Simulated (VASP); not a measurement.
# Cu2H (I4_1/amd) in VASP: notebook

Runs on Cu2H. Level: PBE. Tasks: single point, relaxation of cell and atoms.

All numbers are computed with VASP 6.6.1; they aren't measurements. Logs are shortened: lines on timing, memory, paths and dates and some standing lists are left out, and cuts for length are marked.

**1. The cell of the first run**

It takes space group I4_1/amd (No. 141, tetragonal). Conventional cell: a = 3.738 Å, b = 3.738 Å, c = 7.651 Å, α = 90.00°, β = 90.00°, γ = 90.00°. Within 2.5 Å of Cu (site symmetry 2mm) lie 3 H at 1.87 to 1.92 Å. H (site symmetry -4m2) has 6 Cu at 1.87 to 1.92 Å within 2.5 Å.

**2. Single point, PBE**

File INCAR:

```
SYSTEM = Cu2H
ALGO = Normal
EDIFF = 1E-6
ENCUT = 520
GGA = PE
ISIF = 2
ISMEAR = 0
LASPH = .TRUE.
LCHARG = .FALSE.
LREAL = .FALSE.
LWAVE = .FALSE.
NBANDS = 32
NELM = 80
PREC = Accurate
SIGMA = 0.1
```

File KPOINTS:

```
k-points
0
G
  6 6 6
  0 0 0
```

File POSCAR:

```
Cu2H
1.0
   -1.8690916261      1.8690916261      3.8254559102
    1.8690916261     -1.8690916261      3.8254559102
    1.8690916261      1.8690916261     -3.8254559102
Cu H
4 2
Direct
    0.2504449064      0.2504449064      0.0000000000
    1.0004449064      0.5004449064      0.5000000000
    0.4995550936     -0.0004449064      0.5000000000
    0.7495550936      0.7495550936      0.0000000000
    0.0000000000      0.0000000000      0.0000000000
    0.7500000000      0.2500000000      0.5000000000
```

Potentials or basis: VASP PAW PBE potentials, release 64 (Cu, H).

The run is started by

```console
$ cat potpaw_PBE.64/Cu/POTCAR potpaw_PBE.64/H/POTCAR > POTCAR
$ mpirun -np 1 vasp_std > vasp.out
```

OUTCAR:

```text
SYSTEM = Cu2H
   EDIFF = 1E-6
   ENCUT = 520
   GGA = PE
   ISIF = 2
   ISMEAR = 0
   LASPH = .TRUE.
   LREAL = .FALSE.
   NELM = 80
   PREC = Accurate

 ion  position               nearest neighbor table
   1  0.250  0.250  0.000-   4 2.64   4 2.64   4 2.64   4 2.64   3 2.67   3 2.67   2 2.67   2 2.67
                             2 2.67   2 2.67   3 2.68   3 2.68
   2  0.000  0.500  0.500-   3 2.64   3 2.64   3 2.64   3 2.64   4 2.67   4 2.67   1 2.67   1 2.67
                             1 2.67   1 2.67   4 2.68   4 2.68
   3  0.500  1.000  0.500-   2 2.64   2 2.64   2 2.64   2 2.64   1 2.67   1 2.67   4 2.67   4 2.67
                             4 2.67   4 2.67   1 2.68   1 2.68
   4  0.750  0.750  0.000-   1 2.64   1 2.64   1 2.64   1 2.64   2 2.67   2 2.67   3 2.67   3 2.67
                             3 2.67   3 2.67   2 2.68   2 2.68
   5  0.000  0.000  0.000-
   6  0.750  0.250  0.500-

  LATTYP: Found a body centered tetragonal cell.
 ALAT       =     3.7381832522
 C/A-ratio  =     2.0466925520

  Lattice vectors:

 A1 = (  -1.8690916261,   1.8690916261,   3.8254559102)
 A2 = (   1.8690916261,  -1.8690916261,   3.8254559102)
 A3 = (   1.8690916261,   1.8690916261,  -3.8254559102)

Analysis of symmetry for initial positions (statically):
=====================================================================
 Subroutine PRICEL returns:
 Original cell was already a primitive cell.

 Routine SETGRP: Setting up the symmetry group for a
 body centered tetragonal supercell.

 Subroutine GETGRP returns: Found 16 space group operations
 (whereof  8 operations were pure point group operations)
 out of a pool of 16 trial point group operations.

The static configuration has the point symmetry D_2d.
 The point group associated with its full space group is D_4h.

Analysis of symmetry for dynamics (positions and initial velocities):
=====================================================================
 Subroutine PRICEL returns:
 Original cell was already a primitive cell.

 Routine SETGRP: Setting up the symmetry group for a
 body centered tetragonal supercell.

 Subroutine GETGRP returns: Found 16 space group operations
 (whereof  8 operations were pure point group operations)
 out of a pool of 16 trial point group operations.

The dynamic configuration has the point symmetry D_2d.
 The point group associated with its full space group is D_4h.

 Subroutine INISYM returns: Found 16 space group operations
 (whereof  8 operations are pure point group operations),
 and found     1 'primitive' translations

[... 109 lines left out ...]
   ISYM   =      2    0-nonsym 1-usesym 2-fastsym
   POTIM  = 0.5000    time-step for ionic-motion
   TEBEG  =    0.0;   TEEND  =   0.0 temperature during run
   PSTRESS=    0.0 pullay stress
   NELECT =      46.0000    total number of electrons
   NUPDOWN=      -1.0000    fix difference up-down
   EMIN   =  10.00;   EMAX   =-10.00  energy-range for DOS
   EFERMI =   0.00;   METHOD = LEGACY
   ISMEAR =     0;   SIGMA  =   0.10  broadening in eV -4-tet -1-fermi 0-gaus
   EFERMI_NEDOS =   21; number of points for ismear=-14 and -15
   IALGO  =     38    algorithm
   IMIX   =      4    mixing-type and parameters
     AMIX     =   0.40;   BMIX     =  1.00
     AMIX_MAG =   1.60;   BMIX_MAG =  1.00
  volume/ion in A,a.u.               =       8.91        60.12
  Fermi-wavevector in a.u.,A,eV,Ry     =   1.557134  2.942557 32.989587  2.424666
  Thomas-Fermi vector in A             =   2.660829
   LORBIT       =      0    0 simple, 1 ext, 2 COOP (PROOUT), +10 PAW based schemes
   GGA     = PE    functional components
   LHFCALC =     F    Hartree Fock is set to
   AEXX    =    0.0000 exact exchange contribution
   IVDW    =     0    specifies the selected vdW correction
   LEPSILON=     F    determine dielectric tensor
   LRPA    =     F    only Hartree local field effects (RPA)
 non-spin polarized calculation
 Gauss-broadening in eV      SIGMA  =   0.10
  energy-cutoff  :      520.00
  volume of cell :       53.46
 maximum number of plane-waves:      1462
 NGX is ok and might be reduce to    36
   NGX = 17   NGY = 17   NGZ = 17

 number of electron      46.0000017 magnetization

 Free energy of the ion-electron system (eV)
  ---------------------------------------------------
  ext. energy  EPLUGINS =         0.00000000
  ---------------------------------------------------
  free energy    TOTEN  =       -20.81696199 eV

  energy without entropy =      -20.80960330  energy(sigma->0) =      -20.81328264

 E-fermi :   7.4407     XC(G=0): -12.4731

 val. band max:        7.4005440567   @ k =   0.0000   0.0000   0.0000
 cond. band min:       7.4444055300   @ k =   0.3333  -0.0000   0.0000
 fundamental gap:      0.0438614733
 Fermi energy:         7.4406925794

 k-point     1 :       0.0000    0.0000    0.0000
  band No.  band energies     occupation
      1      -4.0526      2.00000
      2      -0.2970      2.00000
      3       2.3560      2.00000
      4       2.8456      2.00000
      5       2.9510      2.00000
      6       3.5670      2.00000
[... 829 lines left out ...]
     31      17.7524      0.00000
     32      17.7761      0.00000

 [... further k-points ...]

------------------------ aborting loop because EDIFF is reached ----------------------------------------

  FORCE on cell =-STRESS in cart. coord.  units (eV):
  Direction    XX          YY          ZZ          XY          YZ          ZX
  --------------------------------------------------------------------------------------
  -------------------------------------------------------------------------------------
  Total        0.1218155      0.1218155      0.0871641      0.0000000     -0.0000000      0.0000000
  in kB        3.6509747      3.6509747      2.6124251      0.0000000     -0.0000000      0.0000000
  external PRESSURE =       3.3047915 kB  Pullay stress =       0.0000000 kB

 VOLUME and BASIS-vectors are now :
 -----------------------------------------------------------------------------
  energy-cutoff  :      520.00
  volume of cell :       53.46
      direct lattice vectors                 reciprocal lattice vectors
    -1.869091626  1.869091626  3.825455910     0.000000000  0.267509625  0.130703375
     1.869091626 -1.869091626  3.825455910     0.267509625  0.000000000  0.130703375
     1.869091626  1.869091626 -3.825455910     0.267509625  0.267509625  0.000000000

 POSITION                                       TOTAL-FORCE (eV/Angst)
 -----------------------------------------------------------------------------------
      0.00000      0.00000      1.91613        -0.000000      0.000000     -0.008652
      1.86909      0.00000      0.00340         0.000000     -0.000000     -0.008652
      1.86909      0.00000      3.82205         0.000000     -0.000000      0.008652
      0.00000      0.00000      5.73478        -0.000000      0.000000      0.008652
      0.00000      0.00000      0.00000         0.000000      0.000000     -0.000000
     -0.00000      1.86909      1.91273         0.000000      0.000000     -0.000000
 -----------------------------------------------------------------------------------
    total drift:                               -0.000000     -0.000000      0.000000

  FREE ENERGIE OF THE ION-ELECTRON SYSTEM (eV)
  ---------------------------------------------------
  free  energy   TOTEN  =       -20.8169619930 eV

  energy  without entropy=      -20.8096032965  energy(sigma->0) =      -20.81328264
```

OSZICAR:

```text
N       E                     dE             d eps       ncg     rms          rms(c)
DAV:   1     0.344319206095E+03    0.34432E+03   -0.19684E+04  1952   0.244E+03
DAV:   2     0.908806669992E+01   -0.33523E+03   -0.31929E+03  1920   0.390E+02
DAV:   3    -0.242053957431E+02   -0.33293E+02   -0.31299E+02  2200   0.167E+02
DAV:   4    -0.250055217291E+02   -0.80013E+00   -0.79876E+00  2296   0.340E+01
DAV:   5    -0.250138948998E+02   -0.83732E-02   -0.83727E-02  2480   0.336E+00    0.156E+01
DAV:   6    -0.225470994149E+02    0.24668E+01   -0.33424E+01  2152   0.121E+02    0.867E+00
DAV:   7    -0.208698217345E+02    0.16773E+01   -0.70048E+00  2272   0.530E+01    0.102E+00
DAV:   8    -0.208334273942E+02    0.36394E-01   -0.13576E-01  2616   0.449E+00    0.877E-01
DAV:   9    -0.208186027252E+02    0.14825E-01   -0.50474E-02  2544   0.458E+00    0.298E-01
DAV:  10    -0.208169528254E+02    0.16499E-02   -0.68746E-03  2808   0.160E+00    0.376E-02
DAV:  11    -0.208169716165E+02   -0.18791E-04   -0.20327E-04  2504   0.129E-01    0.209E-02
DAV:  12    -0.208169624233E+02    0.91932E-05   -0.26764E-05  2448   0.890E-02    0.283E-03
DAV:  13    -0.208169619930E+02    0.43030E-06   -0.86504E-07  1480   0.109E-02
   1 F= -.20816962E+02 E0= -.20813283E+02  d E =-.735870E-02
```

It took 28 s on 1 thread of Intel Xeon Platinum 8559C (Emerald Rapids), shared host; peak memory 0.2 GiB.

What came out:

* Free energy: -20.8170 eV
* Pressure: 0.3 GPa
* Largest force: 0.009 eV/Å
* Band gap on the k mesh: zero (bands 23 and 24 overlap by 3.66 eV)

Forces in eV/Å, atoms in the order of the input:
```
Cu   0.000  0.000 -0.009
Cu   0.000  0.000 -0.009
Cu   0.000  0.000  0.009
Cu   0.000  0.000  0.009
H    0.000  0.000  0.000
H    0.000  0.000  0.000
```

**3. Relaxation of cell and atoms, PBE**

This run uses another cell than the first one, of 11.01 Å³/atom.

File INCAR:

```
PREC = Accurate ; ENCUT = 600
EDIFF = 1E-6 ; ISMEAR = 0
SIGMA = 0.1 ; LREAL = False
LASPH = True ; NELM = 60
ALGO = Normal ; ISIF = 3
LWAVE = False ; LCHARG = False
GGA = PE ; IBRION = 2
NSW = 90 ; EDIFFG = -0.04
```

File KPOINTS:

```
Automatic mesh
0
Gamma
  6 6 6
```

File POSCAR:

```
Cu2H
1.0
   -1.8732151953      1.8732151953      4.7085255926
    1.8732151953     -1.8732151953      4.7085255926
    1.8732151953      1.8732151953     -4.7085255926
Cu H
4 2
Direct
    0.2066000000      0.2066000000      0.0000000000
    0.9566000000      0.4566000000      0.5000000000
    0.5434000000      0.0434000000      0.5000000000
    0.7934000000      0.7934000000      0.0000000000
    0.0000000000      0.0000000000      0.0000000000
    0.7500000000      0.2500000000      0.5000000000
```

Potentials or basis: VASP PAW PBE potentials, release 64 (Cu, H).

The run is started by

```console
$ cat potpaw_PBE.64/Cu/POTCAR potpaw_PBE.64/H/POTCAR > POTCAR
$ mpirun -np 1 vasp_std > vasp.out
```

Wall time 9.7 min (1 thread of Intel Xeon Platinum 8559C (Emerald Rapids), shared host); peak memory 0.37 GiB.

The run converged. Its results:

| Item | Value |
| --- | --- |
| Free energy | -20.8220 eV |
| Relaxed volume | 8.92 Å³/atom |
| Relaxed cell | a = 4.682 Å, b = 4.682 Å, c = 4.682 Å, α = 133.22°, β = 133.22°, γ = 68.30° |
| Space group after relaxing (to 0.1 Å) | I4_1/amd (No. 141) |
| Energy gained by relaxing | 209.8 meV/atom |
| Ionic steps | 13 |
| Pressure after relaxing | 0.3 GPa |
| Largest force after relaxing | 0.037 eV/Å |
| Band gap on the k mesh | zero (bands 23 and 24 overlap by 3.62 eV) |

Forces in eV/Å, atoms in the order of the input:
```
Cu   0.000  0.000 -0.037
Cu   0.000  0.000 -0.037
Cu   0.000  0.000  0.037
Cu   0.000  0.000  0.037
H    0.000  0.000  0.000
H    0.000  0.000  0.000
```

Stress tensor (GPa, compression positive):
```
 0.53  0.00  0.00
 0.00  0.53  0.00
 0.00  0.00 -0.26
```

The path:
```
step  energy change (eV)  largest force (eV/Å)  pressure (GPa)  volume (Å³)
   1              0.0000                0.8372           -9.12        66.09
   2             -0.3735                0.9561           -2.78        60.27
   3             -0.4881                1.0443            5.33        55.68
   4             -0.7691                0.6181            4.01        54.86
   5             -1.0845                0.1231            3.89        53.12
   6             -0.3961                1.6087           18.12        49.52
   7             -1.1124                0.0970            4.68        52.68
   8             -1.0531                0.4485            8.44        51.02
   9             -1.1383                0.0188            5.28        52.19
  10             -1.2096                0.0975           -4.60        55.87
  11             -1.2221                0.0751           -2.37        54.78
  12             -1.2554                0.0550           -0.28        53.86
  13             -1.2589                0.0374            0.26        53.55
```

Final structure:
```xyz
6
Lattice="-1.8587 1.8587 3.8748 1.8587 -1.8587 3.8748 1.8587 1.8587 -3.8748" Properties=species:S:1:pos:R:3 pbc="T T T"
Cu    0.0000    0.0000    1.9396
Cu    1.8587    0.0000    0.0023
Cu    1.8587    0.0000    3.8725
Cu    0.0000    0.0000    5.8099
H     0.0000    0.0000    0.0000
H     0.0000    1.8587    1.9374
```

Levels at points of the mesh, in eV from the Fermi level:
```
           k point  band 20  band 21  band 22  band 23  band 24  band 25  band 26  band 27
(0.00, 0.00, 0.00)    -2.06    -2.06    -0.24     1.41     3.60     4.43     4.43     4.46
(0.50, 0.00, 0.00)    -2.33    -2.24    -2.19    -0.25     0.62     4.87     5.28     6.10
(0.50, 0.50, 0.00)    -2.27    -2.21    -2.21    -1.06    -1.06     2.08     2.08     6.33
(0.50, 0.50, 0.50)    -2.15    -2.06    -2.06     0.49     0.49     3.40     3.40    10.02
```

Caveat: the volume moved by over 15 % at a fixed basis, so the end points are rough.

**4. Single point, PBE**

This run uses another cell than the first one, of 8.89 Å³/atom.

File INCAR:

```
SYSTEM = Cu2H
  ALGO = Normal
  EDIFF = 1E-6
  ENCUT = 520
  GGA = PE
  ISIF = 2
  ISMEAR = 0
  LASPH = .TRUE.
  LCHARG = .FALSE.
  LREAL = .FALSE.
  LWAVE = .FALSE.
  NBANDS = 32
  NELM = 80
  PREC = Accurate
  SIGMA = 0.1
```

File KPOINTS:

```
k-points
0
G
  14 14 14
  0 0 0
```

File POSCAR:

```
Cu2H
1.0
   -1.8804317854      1.8804317854      3.7710034818
    1.8804317854     -1.8804317854      3.7710034818
    1.8804317854      1.8804317854     -3.7710034818
Cu H
4 2
Direct
    0.2518044938      0.2518044938      0.0000000000
    0.0018044938      0.5018044938      0.5000000000
    0.4981955062      0.9981955062      0.5000000000
    0.7481955062      0.7481955062      0.0000000000
    0.0000000000      0.0000000000      0.0000000000
    0.7500000000      0.2500000000      0.5000000000
```

The run is started by

```console
$ cat potpaw_PBE.64/Cu/POTCAR potpaw_PBE.64/H/POTCAR > POTCAR
$ mpirun -np 1 vasp_std > vasp.out
```

Run time: 4.2 min. Hardware: 1 thread of Intel Xeon Platinum 8559C (Emerald Rapids), shared host; peak memory 0.43 GiB.

Results (log left out):

| Item | Value |
| --- | --- |
| Free energy | -20.8341 eV |
| Pressure | 0.5 GPa |
| Band gap on the k mesh | zero (bands 23 and 24 overlap by 3.57 eV) |

Levels at points of the mesh, in eV from the Fermi level:
```tsv
k point	band 20	band 21	band 22	band 23	band 24	band 25	band 26	band 27
(0.00, 0.00, 0.00)	-2.09	-2.09	0.22	1.51	3.38	4.43	4.43	4.47
(0.50, 0.00, 0.00)	-2.30	-2.22	-2.18	-0.11	0.76	4.73	5.05	5.73
(0.50, 0.50, 0.00)	-2.23	-2.23	-2.23	-1.15	-1.15	2.09	2.09	6.75
(0.50, 0.50, 0.50)	-2.09	-2.09	-2.09	0.24	0.24	3.17	3.17	10.21
```

**5. The runs side by side**

```tsv
task	cell	k mesh	cutoff (eV)	gap on the mesh (eV)	pressure (GPa)	largest force (eV/Å)
single point	a = 4.650 Å, angles 132.6, 132.6, 69.3°, 6 atoms, atomic positions A	6 × 6 × 6	520	none	0.3	0.01
relaxation of cell and atoms	relaxed from a = 5.403 Å, angles 139.4, 139.4, 58.7°, 6 atoms, atomic positions B	6 × 6 × 6	600	none	0.3	0.04
single point	a = 4.614 Å, angles 131.9, 131.9, 70.4°, 6 atoms, atomic positions C	14 × 14 × 14	520	none	0.5	-
```

Alike in all rows: level PBE; potentials or basis VASP PAW PBE potentials, release 64 (Cu, H); no spin polarisation; smearing gaussian 0.1 eV.

Caveats: the volume moved by over 15 % at a fixed basis, so the end points are rough (at least some runs).

Absolute energies hang on the potentials; compare differences alone.

The gap in the log of VASP goes by the Fermi energy; the results here count the filled bands.